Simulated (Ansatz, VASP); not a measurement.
# CdI2 in VASP and in Ansatz

Contents of INCAR:

```
PREC = Accurate
ENCUT = 400
EDIFF = 1E-8
ISMEAR = -1
SIGMA = 0.02
LREAL = False
LASPH = True
NELM = 120
ALGO = Normal
ISIF = 2
LWAVE = False
LCHARG = False
GGA = PE
LEFG = True
NBANDS = 64
GGA_COMPAT = False
```

The input KPOINTS:

```
regular mesh
0
Gamma
  8 8 1
```

The input POSCAR:

```
CdI2
1.0
    4.2862280072      0.0000000000      0.0000000000
   -2.1431140036      3.7119823406      0.0000000000
    0.0000000000      0.0000000000     29.1069907800
Cd I
4 8
Direct
    0.0000000000      0.0000000000      0.0000000000
    0.6666666667      0.3333333333      0.7499465900
    0.3333333333      0.6666666667      0.2500534100
    0.0000000000      0.0000000000      0.5000000000
    0.0000000000      0.0000000000      0.3091694100
    0.6666666667      0.3333333333      0.4410975400
    0.0000000000      0.0000000000      0.6908305900
    0.3333333333      0.6666666667      0.5589024600
    0.3333333333      0.6666666667      0.8091336400
    0.6666666667      0.3333333333      0.9411025400
    0.6666666667      0.3333333333      0.1908663600
    0.3333333333      0.6666666667      0.0588974600
```

Input for Ansatz:

```yaml
crystal:
  lattice:
    - [4.2862280072, 0.0, 0.0]
    - [-2.1431140036, 3.7119823406, 0.0]
    - [0.0, 0.0, 29.10699078]
  atoms:
    - { symbol: Cd, position: [0.0, 0.0, 0.0] }
    - { symbol: Cd, position: [0.6666666667, 0.3333333333, 0.74994659] }
    - { symbol: Cd, position: [0.3333333333, 0.6666666667, 0.25005341] }
    - { symbol: Cd, position: [0.0, 0.0, 0.5] }
    - { symbol: I, position: [0.0, 0.0, 0.30916941] }
    - { symbol: I, position: [0.6666666667, 0.3333333333, 0.44109754] }
    - { symbol: I, position: [0.0, 0.0, 0.69083059] }
    - { symbol: I, position: [0.3333333333, 0.6666666667, 0.55890246] }
    - { symbol: I, position: [0.3333333333, 0.6666666667, 0.80913364] }
    - { symbol: I, position: [0.6666666667, 0.3333333333, 0.94110254] }
    - { symbol: I, position: [0.6666666667, 0.3333333333, 0.19086636] }
    - { symbol: I, position: [0.3333333333, 0.6666666667, 0.05889746] }
kpoints:
  mp_grid: { grid: [8, 8, 1] }
scf:
  occupations: { method: fermi_dirac, width: 0.02 }
hamiltonian:
  xc: pbe
  pseudopotentials: { kind: paw }
output:
  forces: true
  stress: true
  populations: true
  efg: { quadrupole_moments_barn: { I: -0.68822 }, contact_densities: true }
```

Alike in both runs: task electric field gradients; functional PBE; k mesh 8 × 8 × 1; occupations fermi-dirac, width 0.02 eV; no spin polarisation.

|  | VASP | Ansatz |
| --- | --- | --- |
| version | VASP 6.6.1 | Ansatz 0.2.0 |
| potentials or method | VASP PAW PBE potentials, release 64 (Cd, I) | plane-wave PAW, scalar-relativistic |
| plane-wave cutoff (eV) | 400 | 420 |
| valence electrons in the cell | 104 | 216 |

```csv
,VASP,Ansatz,Ansatz less VASP
gap on the k mesh at the Fermi level (eV),2.33,2.34,+0.008
pressure (GPa),0.6,0.7,+0.09
"traceless stress, the component that is largest in VASP (GPa)",-0.09,-0.08,+0.009
rms of the force components (eV/Å),0.040,0.031,-0.0087
size of Vzz on the site where it differs most (V/Å²),63.5,64.9,+1.46
```

Atom by atom the forces differ by 0.009 eV/Å (rms over components). VASP's potentials hold 104 valence electrons a cell and Ansatz's 216, so a difference there can come from the potentials and not from the codes.

Neither program's run includes spin-orbit coupling.
